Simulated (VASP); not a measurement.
Wanted: the native input for a VASP 6.6.1 run.

```yaml
Task: electric field gradients
Functional: LDA
Potentials_or_basis: VASP PAW LDA potentials, release 64 (Be, Pd)
Cutoff: 520 eV
k_mesh: 12 × 12 × 12
Occupations: fermi-dirac, width 0.08 eV
Spin: no spin polarisation
Dipole_correction: no
Further_INCAR_settings: ALGO = Normal; EDIFF = 1e-08; NBANDS = 13
```

The structure of BePd lies in POSCAR:

```
BePd
1.0
    2.7941202365      0.0000000000      0.0000000000
    0.0000000000      2.7941202365      0.0000000000
    0.0000000000      0.0000000000      2.7941202365
Be Pd
1 1
Direct
    0.0000000000      0.0000000000      0.0000000000
    0.5000000000      0.5000000000      0.5000000000
```

These files were run (other wordings do the same):

INCAR

```
SYSTEM = BePd
PREC = Accurate ; ENCUT = 520
EDIFF = 1E-8 ; ISMEAR = -1
SIGMA = 0.08 ; LREAL = .FALSE.
LASPH = .TRUE. ; NELM = 100
ALGO = Normal ; ISIF = 2
LWAVE = .FALSE. ; LCHARG = .FALSE.
GGA = CA ; LEFG = .TRUE.
NBANDS = 13
```

KPOINTS

```
Automatic mesh
0
G
  12 12 12
  0 0 0
```

Potentials or basis: VASP PAW LDA potentials, release 64 (Be, Pd).

Command:

```console
$ cat potpaw_LDA.64/Be/POTCAR potpaw_LDA.64/Pd/POTCAR > POTCAR
$ mpirun -np 1 vasp_std > vasp.out
```

Results of the run:

* Pressure: -3.8 GPa
* Band gap on the k mesh: zero (bands 6 and 7 overlap by 6.17 eV)
* Largest electric field gradient by atom: under 0.05 V/Å² on every atom

Caveat: the cell stands under tension.

Wall time 25 s on 1 thread of Intel Xeon 8259CL, on a shared host, peak memory 0.15 GiB.
